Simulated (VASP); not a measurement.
Si2Mo: single point with r2SCAN+D4

The system is Si2Mo.

```
Si Mo
1.0
    -1.57269    1.57269    3.85426
     1.57269   -1.57269    3.85426
     1.57269    1.57269   -3.85426
Si Mo
2 1
Direct
  0.33477 0.33477 0.00000
  0.66523 0.66523 0.00000
  0.00000 0.00000 0.00000
```

```
Program             : VASP 6.6.1
Task                : single point
Functional          : r2SCAN
Dispersion          : D4
Potentials or basis : VASP PAW PBE potentials, release 64 (Si, Mo_sv)
Cutoff              : 520 eV
k mesh              : 10 × 10 × 10
Occupations         : gaussian, width 0.05 eV
Spin                : no spin polarisation
```

- Pressure: 10.5 GPa
- Largest force: 0.017 eV/Å
- Band gap on the k mesh: zero (bands 11 and 12 overlap by 1.05 eV)
- Dispersion energy per atom: -0.200 eV

Forces in eV/Å, atoms in the order of the input:
```
Si   0.000  0.000 -0.017
Si   0.000  0.000  0.017
Mo   0.000  0.000  0.000
```

Stress tensor (GPa, compression positive):
```
10.53  0.00  0.00
 0.00 10.53  0.00
 0.00  0.00 10.40
```

Levels at points of the mesh, in eV from the Fermi level:
```
           k point  band 7  band 8  band 9  band 10  band 11  band 12  band 13  band 14  band 15  band 16
(0.00, 0.00, 0.00)   -3.35   -3.28   -2.86    -2.86     0.49     3.25     3.91     3.98     3.98     4.77
(0.50, 0.00, 0.00)   -5.34   -4.88   -2.82    -2.78    -0.53     2.82     3.46     4.67     4.96     6.03
(0.50, 0.50, 0.00)   -6.19   -5.26   -4.83    -3.39    -1.26     2.90     3.36     3.69     3.81     5.13
(0.50, 0.50, 0.50)   -3.85   -2.35   -0.56    -0.56    -0.45    -0.45     0.65     5.39     6.54     6.58
```

Run time: 10 min on 1 thread of Intel Xeon 8259CL (shared host), peak memory 0.26 GiB.

Caveat: the cell stands under pressure; the PAW data sets were made with another functional, which shifts forces and pressure a little.
